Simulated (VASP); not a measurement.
Fe, 2 atoms in the cell. The structure is hexagonal, space group P6_3/mmc (No. 194). The conventional cell has a = 2.434 Å, b = 2.434 Å, c = 3.842 Å, α = 90.00°, β = 90.00°, γ = 120.00°. Within 3.1 Å of Fe (site symmetry -6m2) lie 12 Fe at 2.38 to 2.43 Å. 

| Item | Value |
| --- | --- |
| Program | VASP 6.6.1 |
| Task | single point |
| Functional | PBEsol |
| Potentials or basis | VASP PAW PBE potentials, release 64 (Fe_sv) |
| Cutoff | 600 eV |
| k mesh | 10 × 10 × 6 |
| Occupations | fermi-dirac, width 0.05 eV |
| Spin | collinear spin, ferromagnetic start |
| Starting moments | [3.0, 3.0] μB |
| Fixed moment | 6 μB |
| Dipole correction | no |
| Second run | valence_matched |
| Further INCAR settings | ALGO = Normal; EDIFF = 1e-06; NBANDS = 27 |

Potentials or basis: VASP PAW PBE potentials, release 64 (Fe_sv).

Run with:

```sh
$ cat potpaw_PBE.64/Fe_sv/POTCAR > POTCAR
$ mpirun -np 1 vasp_std > vasp.out
```

Hardware: 1 thread of AMD EPYC 7R43 64-Core Processor (Zen 3) (shared host).

How long does it take, and how much memory?

Wall time 48 s on 1 thread of AMD EPYC 7R43 64-Core Processor (Zen 3), with other jobs on the host, peak memory 0.13 GiB. Counts: scf iterations 14, k points 56.
